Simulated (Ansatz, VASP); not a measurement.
# BaTiO3: VASP beside Ansatz

INCAR

```
SYSTEM = BaTiO3
ALGO = Normal ; EDIFF = 1E-7
ENCUT = 520 ; GGA = PE
ISIF = 2 ; ISMEAR = 0
LASPH = .True. ; LCHARG = .False.
LREAL = .False. ; LWAVE = .False.
NBANDS = 28 ; NELM = 100
PREC = Accurate ; SIGMA = 0.05
```

File KPOINTS:

```
k-points
0
Gamma
  8 8 8
  0 0 0
```

The input POSCAR:

```
BaTiO3
1.0
    4.0192318615      0.0000000000      0.0000000000
    0.0000000000      4.0192318615      0.0000000000
    0.0000000000      0.0000000000      4.1800525732
Ba Ti O
1 1 3
Direct
    0.0000000000      0.0000000000      0.0000000000
    0.5000000000      0.5000000000      0.5000000000
    0.5000000000      0.5000000000      0.0000000000
    0.5000000000      0.0000000000      0.5000000000
    0.0000000000      0.5000000000      0.5000000000
```

Input for Ansatz:

```yaml
crystal:
  lattice:
    - [4.0192318615, 0.0, 0.0]
    - [0.0, 4.0192318615, 0.0]
    - [0.0, 0.0, 4.1800525732]
  atoms:
    - { symbol: Ba, position: [0.0, 0.0, 0.0] }
    - { symbol: Ti, position: [0.5, 0.5, 0.5] }
    - { symbol: O, position: [0.5, 0.5, 0.0] }
    - { symbol: O, position: [0.5, 0.0, 0.5] }
    - { symbol: O, position: [0.0, 0.5, 0.5] }
basis:
  ecutwfc: 420
kpoints:
  mp_grid: { grid: [8, 8, 8] }
hamiltonian:
  xc: pbe
scf:
  occupations: { method: gaussian, width: 0.05 }
output:
  forces: true
  stress: true
  eigenvalues: true
```

Change from the starting cell: strain +0.000 along x and y, +0.040 along z, atoms carried along.

Alike in both runs: task single point; functional PBE; k mesh 8 × 8 × 8; occupations gaussian, width 0.05 eV; no spin polarisation.

|  | VASP | Ansatz |
| --- | --- | --- |
| version | VASP 6.6.1 | Ansatz 0.2.0 |
| potentials or method | VASP PAW PBE potentials, release 64 (Ba_sv, Ti_sv, O), cutoff 520 eV | scalar-relativistic, plane waves, PAW |
| valence electrons in the cell | 40 | 40 |

```tsv
	VASP	Ansatz	Ansatz less VASP
gap on the k mesh at the Fermi level (eV)	1.57	1.63	+0.054
least direct gap on the mesh (eV)	1.79	1.82	+0.027
pressure (GPa)	-4.0	-5.5	-1.48
traceless stress, the component that is largest in VASP (GPa)	-3.80	-3.64	+0.161
```

With one functional, cell and mesh, what is left measures potentials, basis and numerics.

Spin-orbit coupling is off throughout.
